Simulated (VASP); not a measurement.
# KBr (F-43m) in VASP: further runs

KBr is run at these levels: PBE; tasks: single point.

Everything below comes from runs of VASP 6.6.1. Logs are shortened: lines on timing, memory, paths and dates and some standing lists are left out, and cuts for length are marked.

## Step 1: The cell of the first run

The structure is cubic, space group F-43m (No. 216). Conventional cell: a = 7.291 Å, b = 7.291 Å, c = 7.291 Å, α = 90.00°, β = 90.00°, γ = 90.00°. K (site symmetry -43m) has 4 Br at 3.16 Å within 4.2 Å. Within 4.2 Å of Br (site symmetry -43m) lie 4 K at 3.16 Å.

## Step 2: Single point, PBE (48.45 Å³/atom)

File INCAR:

```
PREC = Accurate ; ENCUT = 520
EDIFF = 1E-6 ; ISMEAR = 0
SIGMA = 0.01 ; LREAL = False
LASPH = True ; NELM = 100
ALGO = Normal ; ISIF = 2
LWAVE = False ; LCHARG = True
GGA = PE ; LELF = True
LVHAR = True ; NBANDS = 15
```

File KPOINTS:

```
Automatic mesh
0
Gamma
  6 6 6
```

File POSCAR:

```
KBr
1.0
    0.0000000000      3.6456682788      3.6456682788
    3.6456682788      0.0000000000      3.6456682788
    3.6456682788      3.6456682788      0.0000000000
K Br
1 1
Direct
    0.0000000000      0.0000000000      0.0000000000
    0.2500000000      0.2500000000      0.2500000000
```

Potentials or basis: VASP PAW PBE potentials, release 64 (K_sv, Br).

The run is started by

```
$ cat potpaw_PBE.64/K_sv/POTCAR potpaw_PBE.64/Br/POTCAR > POTCAR
$ mpirun -np 1 vasp_std > vasp.out
```

OUTCAR:

```text
PREC = Accurate
   ENCUT = 520
   EDIFF = 1E-6
   ISMEAR = 0
   LREAL = False
   LASPH = True
   NELM = 100
   ISIF = 2
   GGA = PE

 ion  position               nearest neighbor table
   1  0.000  0.000  0.000-   2 3.16   2 3.16   2 3.16   2 3.16
   2  0.250  0.250  0.250-   1 3.16   1 3.16   1 3.16   1 3.16

  LATTYP: Found a face centered cubic cell.
 ALAT       =     7.2913365576

  Lattice vectors:

 A1 = (   0.0000000000,   3.6456682788,   3.6456682788)
 A2 = (   3.6456682788,   0.0000000000,   3.6456682788)
 A3 = (   3.6456682788,   3.6456682788,   0.0000000000)

Analysis of symmetry for initial positions (statically):
=====================================================================
 Subroutine PRICEL returns:
 Original cell was already a primitive cell.

 Routine SETGRP: Setting up the symmetry group for a
 face centered cubic supercell.

 Subroutine GETGRP returns: Found 24 space group operations
 (whereof 24 operations were pure point group operations)
 out of a pool of 48 trial point group operations.

The static configuration has the point symmetry T_d .

Analysis of symmetry for dynamics (positions and initial velocities):
=====================================================================
 Subroutine PRICEL returns:
 Original cell was already a primitive cell.

 Routine SETGRP: Setting up the symmetry group for a
 face centered cubic supercell.

 Subroutine GETGRP returns: Found 24 space group operations
 (whereof 24 operations were pure point group operations)
 out of a pool of 48 trial point group operations.

The dynamic configuration has the point symmetry T_d .

 Subroutine INISYM returns: Found 24 space group operations
 (whereof 24 operations are pure point group operations),
 and found     1 'primitive' translations

----------------------------------------------------------------------------------------

                                     Primitive cell

  volume of cell :      96.9084

  direct lattice vectors                    reciprocal lattice vectors
     0.000000000  3.645668279  3.645668279    -0.137149066  0.137149066  0.137149066
     3.645668279  0.000000000  3.645668279     0.137149066 -0.137149066  0.137149066
     3.645668279  3.645668279  0.000000000     0.137149066  0.137149066 -0.137149066

  length of vectors
     5.155753524  5.155753524  5.155753524     0.237549151  0.237549151  0.237549151

  position of ions in fractional coordinates (direct lattice)
     0.000000000  0.000000000  0.000000000
     0.250000000  0.250000000  0.250000000

  ion indices of the primitive-cell ions
   primitive index   ion index
                 1           1
                 2           2

----------------------------------------------------------------------------------------

 KPOINTS: Automatic mesh

Automatic generation of k-mesh.
 Grid dimensions read from file:
 generate k-points for:    6    6    6

 Generating k-lattice:

  Cartesian coordinates                     Fractional coordinates (reciprocal lattice)
    -0.022858178  0.022858178  0.022858178     0.166666667  0.000000000  0.000000000
     0.022858178 -0.022858178  0.022858178     0.000000000  0.166666667  0.000000000
     0.022858178  0.022858178 -0.022858178     0.000000000  0.000000000  0.166666667

  Length of vectors
     0.039591525  0.039591525  0.039591525

  Shift w.r.t. Gamma in fractional coordinates (k-lattice)
     0.000000000  0.000000000  0.000000000

 Subroutine IBZKPT returns following result:
 ===========================================

 Found     16 irreducible k-points:

 Following reciprocal coordinates:
            Coordinates               Weight
  0.000000  0.000000  0.000000      1.000000
  0.166667  0.000000  0.000000      8.000000
  0.333333  0.000000  0.000000      8.000000
  0.500000  0.000000  0.000000      4.000000
  0.166667  0.166667  0.000000      6.000000
  0.333333  0.166667  0.000000     24.000000
[... 8 lines left out ...]
 -0.333333  0.333333  0.166667     24.000000
 -0.333333  0.500000  0.166667     12.000000
   k-points           NKPTS =     16   k-points in BZ     NKDIM =     16   number of bands    NBANDS=     15
   number of dos      NEDOS =    301   number of ions     NIONS =      2
   total plane-waves  NPLWV =  64000
   dimension x,y,z NGX =    40 NGY =   40 NGZ =   40
   dimension x,y,z NGXF=    80 NGYF=   80 NGZF=   80
   ions per type =               1   1
   NGX,Y,Z   is equivalent  to a cutoff of  12.90, 12.90, 12.90 a.u.
   NGXF,Y,Z  is equivalent  to a cutoff of  25.80, 25.80, 25.80 a.u.
 SYSTEM =  unknown system
   PREC   = accura    normal or accurate (medium, high low for compatibility)
   ISTART =      0    job   : 0-new  1-cont  2-samecut
   ICHARG =      2    charge: 1-file 2-atom 10-const
   ISPIN  =      1    spin polarized calculation?
   LNONCOLLINEAR =      F non collinear calculations
   LSORBIT =      F    spin-orbit coupling
   LASPH  =      T    aspherical Exc in radial PAW
   ENCUT  =  520.0 eV  38.22 Ry    6.18 a.u.   9.59  9.59  9.59*2*pi/ulx,y,z
   NELM   =    100;   NELMIN=  2; NELMDL= -5     # of ELM steps
   EDIFF  = 0.1E-05   stopping-criterion for ELM
   LREAL  =      F    real-space projection
   EDIFFG = 0.1E-04   stopping-criterion for IOM
   NSW    =      0    number of steps for IOM
   IBRION =     -1    ionic relax: 0-MD 1-quasi-New 2-CG
   NFREE  =      0    steps in history (QN), initial steepest desc. (CG)
   ISIF   =      2    stress and relaxation
   ISYM   =      2    0-nonsym 1-usesym 2-fastsym
   POTIM  = 0.5000    time-step for ionic-motion
   TEBEG  =    0.0;   TEEND  =   0.0 temperature during run
   PSTRESS=    0.0 pullay stress
   NELECT =      16.0000    total number of electrons
   NUPDOWN=      -1.0000    fix difference up-down
   EMIN   =  10.00;   EMAX   =-10.00  energy-range for DOS
   EFERMI =   0.00;   METHOD = LEGACY
   ISMEAR =     0;   SIGMA  =   0.01  broadening in eV -4-tet -1-fermi 0-gaus
   EFERMI_NEDOS =   21; number of points for ismear=-14 and -15
   IALGO  =     38    algorithm
   IMIX   =      4    mixing-type and parameters
     AMIX     =   0.40;   BMIX     =  1.00
     AMIX_MAG =   1.60;   BMIX_MAG =  1.00
  volume/ion in A,a.u.               =      48.45       326.99
  Fermi-wavevector in a.u.,A,eV,Ry     =   0.898106  1.697175 10.974387  0.806595
  Thomas-Fermi vector in A             =   2.020774
   LORBIT       =      0    0 simple, 1 ext, 2 COOP (PROOUT), +10 PAW based schemes
   GGA     = PE    functional components
   LHFCALC =     F    Hartree Fock is set to
   AEXX    =    0.0000 exact exchange contribution
   IVDW    =     0    specifies the selected vdW correction
   LEPSILON=     F    determine dielectric tensor
   LRPA    =     F    only Hartree local field effects (RPA)
 non-spin polarized calculation
 Gauss-broadening in eV      SIGMA  =   0.01
  energy-cutoff  :      520.00
  volume of cell :       96.91
 maximum number of plane-waves:      2637
 NGX is ok and might be reduce to    40
   NGX = 19   NGY = 19   NGZ = 19

 number of electron      15.9999999 magnetization

 Free energy of the ion-electron system (eV)
  ---------------------------------------------------
  ext. energy  EPLUGINS =         0.00000000
  ---------------------------------------------------
  free energy    TOTEN  =        -6.02449150 eV

  energy without entropy =       -6.02449150  energy(sigma->0) =       -6.02449150

 E-fermi :  -2.9281     XC(G=0):  -6.0587

 val. band max:       -3.0525567386   @ k =  -0.3333   0.1667   0.0000
 cond. band min:       1.2900586809   @ k =   0.0000   0.0000   0.0000
 fundamental gap:      4.3426154195
 Fermi energy:        -2.9280511707

 k-point     1 :       0.0000    0.0000    0.0000
  band No.  band energies     occupation
      1     -30.7449      2.00000
      2     -14.9408      2.00000
      3     -14.2479      2.00000
      4     -14.2479      2.00000
      5     -14.2479      2.00000
      6      -3.0726      2.00000
      7      -3.0726      2.00000
      8      -3.0726      2.00000
      9       1.2901      0.00000
     10       5.6243      0.00000
     11       5.6243      0.00000
     12       6.6611      0.00000
     13       6.6611      0.00000
     14       6.6611      0.00000
     15       7.4439      0.00000

 k-point     2 :       0.1667    0.0000    0.0000
  band No.  band energies     occupation
      1     -30.7445      2.00000
      2     -15.0020      2.00000
      3     -14.2498      2.00000
      4     -14.2498      2.00000
      5     -14.1798      2.00000
      6      -3.1945      2.00000
      7      -3.0675      2.00000
      8      -3.0675      2.00000
      9       1.7341      0.00000
     10       5.3693      0.00000
     11       5.3693      0.00000
     12       6.3074      0.00000
     13       6.6890      0.00000
     14       7.1403      0.00000
     15       7.1404      0.00000

 k-point     3 :       0.3333    0.0000    0.0000
  band No.  band energies     occupation
      1     -30.7436      2.00000
      2     -15.1001      2.00000
      3     -14.2536      2.00000
      4     -14.2536      2.00000
      5     -14.0683      2.00000
      6      -3.3875      2.00000
      7      -3.0582      2.00000
      8      -3.0582      2.00000
      9       2.7186      0.00000
     10       5.0063      0.00000
     11       5.2103      0.00000
     12       5.2103      0.00000
     13       6.6798      0.00000
     14       6.8663      0.00000
     15       6.8663      0.00000
[... 199 lines left out ...]
 k-point    15 :      -0.3333    0.3333    0.1667
  band No.  band energies     occupation
      1     -30.7427      2.00000
      2     -15.1757      2.00000
      3     -14.2727      2.00000
      4     -14.2622      2.00000
      5     -13.9591      2.00000
      6      -3.3534      2.00000
      7      -3.2305      2.00000
      8      -3.0640      2.00000
      9       3.4508      0.00000
     10       4.1704      0.00000
     11       5.2267      0.00000
     12       5.7701      0.00000
     13       6.6527      0.00000
     14       7.0596      0.00000
     15       7.3695      0.00000

 k-point    16 :      -0.3333    0.5000    0.1667
  band No.  band energies     occupation
      1     -30.7425      2.00000
      2     -15.1875      2.00000
      3     -14.2716      2.00000
      4     -14.2663      2.00000
      5     -13.9433      2.00000
      6      -3.4103      2.00000
      7      -3.1800      2.00000
      8      -3.0723      2.00000
      9       3.2367      0.00000
     10       4.1896      0.00000
     11       6.0056      0.00000
     12       6.0284      0.00000
     13       6.3756      0.00000
     14       6.7296      0.00000
     15       7.2991      0.00000

------------------------ aborting loop because EDIFF is reached ----------------------------------------

  FORCE on cell =-STRESS in cart. coord.  units (eV):
  Direction    XX          YY          ZZ          XY          YZ          ZX
  --------------------------------------------------------------------------------------
  -------------------------------------------------------------------------------------
  Total        0.4053223      0.4053223      0.4053223     -0.0000000      0.0000000     -0.0000000
  in kB        6.7011545      6.7011545      6.7011545     -0.0000000      0.0000000     -0.0000000
  external PRESSURE =       6.7011545 kB  Pullay stress =       0.0000000 kB

 VOLUME and BASIS-vectors are now :
 -----------------------------------------------------------------------------
  energy-cutoff  :      520.00
  volume of cell :       96.91
      direct lattice vectors                 reciprocal lattice vectors
     0.000000000  3.645668279  3.645668279    -0.137149066  0.137149066  0.137149066
     3.645668279  0.000000000  3.645668279     0.137149066 -0.137149066  0.137149066
     3.645668279  3.645668279  0.000000000     0.137149066  0.137149066 -0.137149066

 POSITION                                       TOTAL-FORCE (eV/Angst)
 -----------------------------------------------------------------------------------
      0.00000      0.00000      0.00000        -0.000000     -0.000000     -0.000000
      1.82283      1.82283      1.82283         0.000000      0.000000      0.000000
 -----------------------------------------------------------------------------------
    total drift:                               -0.000000     -0.000000     -0.000000

  FREE ENERGIE OF THE ION-ELECTRON SYSTEM (eV)
  ---------------------------------------------------
  free  energy   TOTEN  =        -6.0244914968 eV

  energy  without entropy=       -6.0244914968  energy(sigma->0) =       -6.02449150
```

Wall time 46 s (1 thread of Intel Xeon 8259CL, shared host); peak memory 0.24 GiB.

What came out:

| Item | Value |
| --- | --- |
| Free energy | -6.0245 eV |
| Pressure | 0.7 GPa |
| Band gap on the k mesh | 4.34 eV (least direct gap 4.36 eV) |

Levels at points of the mesh, in eV from the valence-band top:
| k point | band 4 | band 5 | band 6 | band 7 | band 8 | band 9 | band 10 | band 11 | band 12 | band 13 |
| --- | --- | --- | --- | --- | --- | --- | --- | --- | --- | --- |
| (0.00, 0.00, 0.00) | -11.20 | -11.20 | -0.02 | -0.02 | -0.02 | 4.34 | 8.68 | 8.68 | 9.71 | 9.71 |
| (0.50, 0.00, 0.00) | -11.20 | -10.97 | -0.41 | 0.00 | 0.00 | 6.63 | 7.08 | 8.27 | 8.27 | 9.69 |
| (0.50, 0.50, 0.00) | -11.21 | -10.89 | -0.46 | -0.01 | -0.01 | 6.10 | 7.23 | 9.16 | 9.56 | 9.56 |

Caveat: the structure was generated, so it needn't be the stable form of KBr.

(Part 1 of 2 ends here.)
